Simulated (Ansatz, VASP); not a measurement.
**One calculation of Al, two programs**

INCAR

```
PREC     = Accurate       # precision mode
ENCUT    = 520            # plane-wave cutoff, eV
EDIFF    = 1E-7           # SCF threshold, eV
ISMEAR   = -1             # smearing method
SIGMA    = 0.05           # smearing width, eV
LREAL    = False          # projectors in reciprocal space
LASPH    = True           # aspherical terms in the spheres
NELM     = 80             # most SCF steps
ALGO     = Normal         # electronic algorithm
ISIF     = 2              # what is computed and relaxed
LWAVE    = False          # write WAVECAR
LCHARG   = False          # write CHGCAR
GGA      = PE             # functional
NBANDS   = 14             # bands
```

Contents of KPOINTS:

```
Automatic mesh
0
Gamma
  11 11 3
```

POSCAR

```
Al
1.0
    2.8825239838      0.0000000000      0.0000000000
   -1.4412619919      2.4963389970      0.0000000000
    0.0000000000      0.0000000000      9.3661563209
Al
4
Direct
    0.6666666667      0.3333333333      0.7500000000
    0.0000000000      0.0000000000      0.5000000000
    0.3333333333      0.6666666667      0.2500000000
    0.0000000000      0.0000000000      0.0000000000
```

File input.yaml:

```yaml
crystal:
  lattice:
    - [2.8825239838, 0.0, 0.0]
    - [-1.4412619919, 2.496338997, 0.0]
    - [0.0, 0.0, 9.3661563209]
  atoms:
    - { symbol: Al, position: [0.6666666667, 0.3333333333, 0.75] }
    - { symbol: Al, position: [0.0, 0.0, 0.5] }
    - { symbol: Al, position: [0.3333333333, 0.6666666667, 0.25] }
    - { symbol: Al, position: [0.0, 0.0, 0.0] }
hamiltonian:
  xc: pbe
  pseudopotentials: { kind: paw }
kpoints:
  mp_grid: { grid: [11, 11, 3] }
scf:
  occupations: { method: fermi_dirac, width: 0.05 }
output:
  forces: true
  stress: true
  eigenvalues: true
```

Alike in both runs: task single point; functional PBE; k mesh 11 × 11 × 3; occupations fermi-dirac, width 0.05 eV; no spin polarisation.

|  | VASP | Ansatz |
| --- | --- | --- |
| version | VASP 6.6.1 | Ansatz 0.2.0 |
| potentials or method | VASP PAW PBE potentials, release 64 (Al) | Ansatz PAW |
| plane-wave cutoff (eV) | 520 | 420 |
| valence electrons in the cell | 12 | 12 |

VASP gave:

```
gap on the k mesh at the Fermi level (eV)                     : none
pressure (GPa)                                                : -1.2
traceless stress, the component that is largest in VASP (GPa) : 1.07
```

Task: What did Ansatz give for the same quantities?

Result: gap on the k mesh at the Fermi level (eV): none; pressure (GPa): -1.1; traceless stress, the component that is largest in VASP (GPa): 1.06.

A gap of «none» marks a metal or a gap that the smearing closes.
